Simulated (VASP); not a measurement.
# InP (I-4m2) in VASP: a series of runs, part 2 of 2

VASP 6.6.1. The steps go on from the part before.

## 3. Single point, r2SCAN

This run uses another cell than the first one, of the same volume but with other edges.

POSCAR

```
InP
1.0
    0.0000000000      2.6851008885      3.4906311550
    2.6851008885      0.0000000000      3.4906311550
    2.6851008885      2.6851008885      0.0000000000
In P
1 1
Direct
    0.0000000000      0.0000000000      0.0000000000
    0.7500000000      0.7500000000      0.7500000000
```

INCAR.step1

```
PREC = Accurate
ENCUT = 520
ISMEAR = 0
SIGMA = 0.05
LREAL = F
LASPH = T
NELM = 100
NBANDS = 16
GGA = PE
ALGO = Normal
EDIFF = 1E-4
LWAVE = T
LCHARG = F
```

INCAR.step2

```
PREC = Accurate
ENCUT = 520
EDIFF = 1E-7
ISMEAR = 0
SIGMA = 0.05
LREAL = F
LASPH = T
NELM = 100
ALGO = Normal
ISIF = 2
LWAVE = F
LCHARG = T
METAGGA = R2SCAN
LMIXTAU = T
LELF = T
LVHAR = T
NBANDS = 16
ISTART = 1
```

KPOINTS

```
regular mesh
0
Gamma
  10 10 10
```

Potentials or basis: VASP PAW PBE potentials, release 64 (In_d, P).

The run is started by

```sh
> cat potpaw_PBE.64/In_d/POTCAR potpaw_PBE.64/P/POTCAR > POTCAR
> cp INCAR.step1 INCAR
> mpirun -np 1 vasp_std > vasp.out
> cp INCAR.step2 INCAR
> mpirun -np 1 vasp_std > vasp.out
```

OUTCAR:

```text
PREC = Accurate
   ENCUT = 520
   EDIFF = 1E-7
   ISMEAR = 0
   LREAL = F
   LASPH = T
   NELM = 100
   ISIF = 2
   METAGGA = R2SCAN
   ISTART = 1

 ion  position               nearest neighbor table
   1  0.000  0.000  0.000-   2 2.58   2 2.58   2 2.58   2 2.58
   2  0.750  0.750  0.750-   1 2.58   1 2.58   1 2.58   1 2.58

  LATTYP: Found a body centered tetragonal cell.
 ALAT       =     3.7973060929
 C/A-ratio  =     1.8384776311

  Lattice vectors:

 A1 = (  -2.6851008885,   0.0000000000,   3.4906311550)
 A2 = (   2.6851008885,   0.0000000000,   3.4906311550)
 A3 = (   0.0000000000,   2.6851008885,  -3.4906311550)

Analysis of symmetry for initial positions (statically):
=====================================================================
 Subroutine PRICEL returns:
 Original cell was already a primitive cell.

 Routine SETGRP: Setting up the symmetry group for a
 body centered tetragonal supercell.

 Subroutine GETGRP returns: Found  8 space group operations
 (whereof  8 operations were pure point group operations)
 out of a pool of 16 trial point group operations.

[... 156 lines left out ...]
  ---------------------------------------------------
  ext. energy  EPLUGINS =         0.00000000
  ---------------------------------------------------
  free energy    TOTEN  =       -31.84905854 eV

  energy without entropy =      -31.84894771  energy(sigma->0) =      -31.84900312

 E-fermi :   5.6619     XC(G=0):  -9.9270

 val. band max:        5.6284595371   @ k =   0.0000   0.0000   0.0000
 cond. band min:       5.8682381623   @ k =   0.5000  -0.0000   0.0000
 fundamental gap:      0.2397786252
 Fermi energy:         5.6618972212

 k-point     1 :       0.0000    0.0000    0.0000
  band No.  band energies     occupation
      1      -9.7961      2.00000
      2      -9.6447      2.00000
      3      -9.6447      2.00000
      4      -9.5710      2.00000
      5      -9.5567      2.00000
      6      -6.8085      2.00000
[... 433 lines left out ...]
      3      -9.5955      2.00000
      4      -9.5657      2.00000
      5      -9.5349      2.00000
      6      -5.5285      2.00000
[... 8 lines left out ...]
     15      17.2612      0.00000
     16      17.6656      0.00000

 [... further k-points ...]
[... 5 lines left out ...]
  --------------------------------------------------------------------------------------
  -------------------------------------------------------------------------------------
  Total        2.0094215      2.0094215     -3.7315009      0.0000000      0.0000000     -0.0000000
  in kB       63.9626510     63.9626510   -118.7788069      0.0000000      0.0000000     -0.0000000
  external PRESSURE =       3.0488317 kB  Pullay stress =       0.0000000 kB

 VOLUME and BASIS-vectors are now :
 -----------------------------------------------------------------------------
  energy-cutoff  :      520.00
  volume of cell :       50.33
      direct lattice vectors                 reciprocal lattice vectors
     0.000000000  2.685100889  3.490631155    -0.186212742  0.186212742  0.143240571
     2.685100889  0.000000000  3.490631155     0.186212742 -0.186212742  0.143240571
     2.685100889  2.685100889  0.000000000     0.186212742  0.186212742 -0.143240571

 POSITION                                       TOTAL-FORCE (eV/Angst)
 -----------------------------------------------------------------------------------
      0.00000      0.00000      0.00000        -0.000000     -0.000000     -0.000000
      4.02765      4.02765      5.23595         0.000000      0.000000      0.000000
 -----------------------------------------------------------------------------------
    total drift:                               -0.000020     -0.000020      0.000049

  FREE ENERGIE OF THE ION-ELECTRON SYSTEM (eV)
  ---------------------------------------------------
  free  energy   TOTEN  =       -31.8490585395 eV

  energy  without entropy=      -31.8489477056  energy(sigma->0) =      -31.84900312
```

Wall time 6.1 min (1 thread of Intel Xeon Platinum 8375C at 2.90GHz (Ice Lake), shared host); peak memory 0.25 GiB.

What came out:

```yaml
Free_energy: -31.8491 eV
Pressure: 0.3 GPa
Band_gap_on_the_k_mesh: zero (filled and empty bands touch)
```

Caveat: the PAW data sets were made with another functional, which shifts forces and pressure a little; spin-orbit coupling is left out, which moves the levels of the heavy elements.
